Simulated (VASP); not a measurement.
Ta:

```
Ta
1.0
    -1.65493    1.65493    1.65493
     1.65493   -1.65493    1.65493
     1.65493    1.65493   -1.65493
Ta
1
Cartesian
  0.0000 0.0000 0.0000
```

```yaml
Program: VASP 6.6.1
Task: relaxation of cell and atoms
Functional: LDA
Potentials_or_basis: VASP PAW LDA potentials, release 64 (Ta_pv)
Cutoff: 600 eV
k_mesh: 8 × 8 × 8
Occupations: gaussian, width 0.1 eV
Spin: no spin polarisation
```

At the start: pressure -11.1 GPa; volume 18.13 Å³/atom.

Where does the relaxation end?

Over 4 steps the energy falls by 34.1 meV/atom and the volume is 17.20 Å³/atom (-5.1 %); space group Im-3m (No. 229, to 0.05 Å).

The path:
```
step  energy change (eV)  largest force (eV/Å)  pressure (GPa)  volume (Å³)
   1              0.0000                0.0000          -11.13        18.13
   2              0.2121                0.0000           40.03        15.02
   3             -0.0340                0.0000           -0.77        17.25
   4             -0.0341                0.0000           -0.09        17.20
```

Final structure:
```xyz
1
Lattice="-1.6261 1.6261 1.6261 1.6261 -1.6261 1.6261 1.6261 1.6261 -1.6261" Properties=species:S:1:pos:R:3 pbc="T T T"
Ta    3.2522    0.0000    0.0000
```
